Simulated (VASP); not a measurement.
Here is a VASP 6.6.1 calculation.

Contents of POSCAR:

```
GdO
1.0
    0.0000000000      2.7000000000      2.7000000000
    2.7000000000      0.0000000000      2.7000000000
    2.7000000000      2.7000000000      0.0000000000
Gd O
1 1
Direct
    0.0000000000      0.0000000000      0.0000000000
    0.2500000000      0.2500000000      0.2500000000
```

INCAR.step1

```
PREC = Accurate
ENCUT = 520
EDIFF = 1E-5
ISMEAR = -1
SIGMA = 0.05
LREAL = False
LASPH = True
NELM = 150
ALGO = Normal
ISIF = 2
LWAVE = True
LCHARG = False
ISPIN = 2
MAGMOM = 7 0
LORBIT = 11
LMAXMIX = 6
GGA = PE
NBANDS = 23
KPAR = 4
```

Contents of INCAR.step2:

```
PREC = Accurate
ENCUT = 520
EDIFF = 1E-6
ISMEAR = -1
SIGMA = 0.05
LREAL = False
LASPH = True
NELM = 150
ALGO = Normal
ISIF = 2
LWAVE = False
LCHARG = False
ISPIN = 2
MAGMOM = 7 0
LORBIT = 11
LMAXMIX = 6
METAGGA = R2SCAN
LHFCALC = True
AEXX = 0.1
LMIXTAU = True
PRECFOCK = Normal
ISTART = 1
NBANDS = 23
KPAR = 4
```

KPOINTS

```
Automatic mesh
0
Gamma
  5 5 5
```

Potentials or basis: VASP PAW PBE potentials, release 64 (Gd, O).

Run with:

```bash
$ cat potpaw_PBE.64/Gd/POTCAR potpaw_PBE.64/O/POTCAR > POTCAR
$ cp INCAR.step1 INCAR
$ mpirun -np 4 vasp_std > vasp.out
$ cp INCAR.step2 INCAR
$ mpirun -np 4 vasp_std > vasp.out
```

**Question.** What does it give for the net moment?

**Answer.** 7.98 μB per cell.

**Question.** Predict the band gap on the k mesh.

**Answer.** Zero (filled and empty bands overlap).

**Question.** What does it give for the site moments?

**Answer.** Gd +7.01; O +0.03 μB.

**Question.** What does it give for the pressure?

**Answer.** -2.5 GPa.

Caveat: the k points lie up to 0.40 Å⁻¹ apart, too coarse for converged energies and pressures of a metal; the PAW data sets were made with another functional, which shifts forces and pressure a little; spin-orbit coupling is left out, which moves the levels of the heavy elements; a cell with one magnetic atom can't hold antiferromagnetic order, which such compounds often take. The state reached can hang on the start; a lower one may exist.
